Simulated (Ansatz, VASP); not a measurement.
## Nb: VASP beside Ansatz

Contents of INCAR:

```
SYSTEM = Nb
PREC = Accurate ; ENCUT = 500
EDIFF = 1E-6 ; ISMEAR = 0
SIGMA = 0.15 ; LREAL = .FALSE.
LASPH = .TRUE. ; NELM = 200
ALGO = Normal ; ISIF = 2
LWAVE = .FALSE. ; LCHARG = .TRUE.
ISPIN = 2 ; MAGMOM = 0.5
LORBIT = 11 ; LMAXMIX = 4
GGA = LIBXC ; LIBXC1 = GGA_X_B88
LIBXC2 = GGA_C_PBE ; LELF = .TRUE.
LVHAR = .TRUE. ; NBANDS = 16
GGA_COMPAT = .FALSE.
```

Contents of KPOINTS:

```
regular mesh
0
G
  11 11 11
  0 0 0
```

Contents of POSCAR:

```
Nb
1.0
    0.0000000000      2.0718246199      2.0718246199
    2.0718246199      0.0000000000      2.0718246199
    2.0718246199      2.0718246199      0.0000000000
Nb
1
Direct
    0.0000000000      0.0000000000      0.0000000000
```

File input.yaml:

```yaml
crystal:
  lattice:
    - [0.0, 2.0718246199, 2.0718246199]
    - [2.0718246199, 0.0, 2.0718246199]
    - [2.0718246199, 2.0718246199, 0.0]
  atoms:
    - { symbol: Nb, position: [0.0, 0.0, 0.0], spin: 0.5 }
kpoints:
  mp_grid: { grid: [11, 11, 11] }
scf:
  occupations: { method: gaussian, width: 0.15 }
hamiltonian:
  xc: { exchange: b88, correlation: pbe }
  pseudopotentials: { kind: all_electron, lapw: { basis_error: 0.0005 } }
magnetization:
  spin_polarized: true
output:
  forces: true
  stress: true
  eigenvalues: true
```

Change from the starting cell: volume scaled by 0.94.

Alike in both runs: task single point; functional b88 exchange, pbe correlation; k mesh 11 × 11 × 11; occupations gaussian, width 0.15 eV; collinear spin.

```csv
,VASP,Ansatz
version,VASP 6.6.1,Ansatz 0.2.0
potentials or method,"VASP PAW PBE potentials, release 64 (Nb_sv), cutoff 500 eV","all-electron LAPW, scalar-relativistic"
```

Ansatz gave:

| Property | Result |
| --- | --- |
| gap on the k mesh at the Fermi level (eV) | none |
| pressure (GPa) | 8.7 |
| net moment per atom (μB) | 0.00 |

**Question.** Which values does VASP return?

**Answer.** gap on the k mesh at the Fermi level (eV): none; pressure (GPa): 8.3; net moment per atom (μB): 0.00.

VASP's potentials were made for PBE, not for b88 exchange, pbe correlation. A gap of «none» marks a metal or a gap that the smearing closes. Ansatz ran all-electron here, and VASP with PAW potentials.
